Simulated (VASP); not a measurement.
Input of a VASP 6.6.1 run:

File INCAR:

```
ALGO = Normal
EDIFF = 1E-6
ENCUT = 520
GGA = PE
ISIF = 2
ISMEAR = 0
LASPH = True
LCHARG = True
LELF = True
LREAL = False
LVHAR = True
LWAVE = False
NBANDS = 16
NELM = 60
PREC = Accurate
SIGMA = 0.02
```

KPOINTS

```
k-points
0
Gamma
  9 9 6
```

The input POSCAR:

```
MgO
1.0
    3.4863778627      0.0000000000      0.0000000000
   -1.7431889314      3.0192917963      0.0000000000
    0.0000000000      0.0000000000      4.1780412200
Mg O
2 2
Direct
    0.6666666700      0.3333333300      0.7500000000
    0.3333333300      0.6666666700      0.2500000000
    0.6666666700      0.3333333300      0.2500000000
    0.3462407089      0.6666666700      0.7500000000
```

Potentials or basis: VASP PAW PBE potentials, release 64 (Mg, O).

Command:

```console
$ cat potpaw_PBE.64/Mg/POTCAR potpaw_PBE.64/O/POTCAR > POTCAR
$ mpirun -np 1 vasp_std > vasp.out
```

Estimate the band gap on the k mesh.

3.43 eV.

What does it give for the largest force?

0.493 eV/Å.

What does it give for the pressure?

4.1 GPa.

Stress tensor (GPa, compression positive):
```
 3.87 -1.54  0.00
-1.54  3.78  0.00
 0.00  0.00  4.62
```

Caveat: the cell differs from its parent crystal (one atom moved); the cell stands under pressure.
